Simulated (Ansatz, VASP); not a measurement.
## Two plane-wave programs on CoO

```
Co O
1.0
     1.43165    0.82657    2.32029
    -1.43165    0.82657    2.32029
     0.00000   -1.65313    2.32029
Co O
1 1
Direct
  0.00000 0.00000 0.00000
  0.50000 0.50000 0.50000
```

Alike in both runs: task single point; functional PBE; k mesh 12 × 12 × 12; occupations gaussian, width 0.02 eV; no spin polarisation; Hubbard terms Co d U = 3.32 eV.

|  | VASP | Ansatz |
| --- | --- | --- |
| version | VASP 6.6.1 | Ansatz 0.2.0 |
| potentials or method | VASP PAW PBE potentials, release 64 (Co, O), cutoff 520 eV | scalar-relativistic, plane waves, PAW |
| valence electrons in the cell | 15 | 23 |

|  | VASP | Ansatz | Ansatz less VASP |
| --- | --- | --- | --- |
| gap on the k mesh at the Fermi level (eV) | none | none | - |
| pressure (GPa) | 9.4 | 12.7 | +3.32 |
| traceless stress, the component that is largest in VASP (GPa) | 0.83 | 0.84 | +0.008 |

The programs project onto different local orbitals, so the same U acts differently, and such runs can settle in different states. A gap of «none» marks a metal or a gap that the smearing closes. VASP's potentials hold 15 valence electrons a cell and Ansatz's 23, so a difference there can come from the potentials and not from the codes. Ansatz's warnings: filled band counts differ across k points.
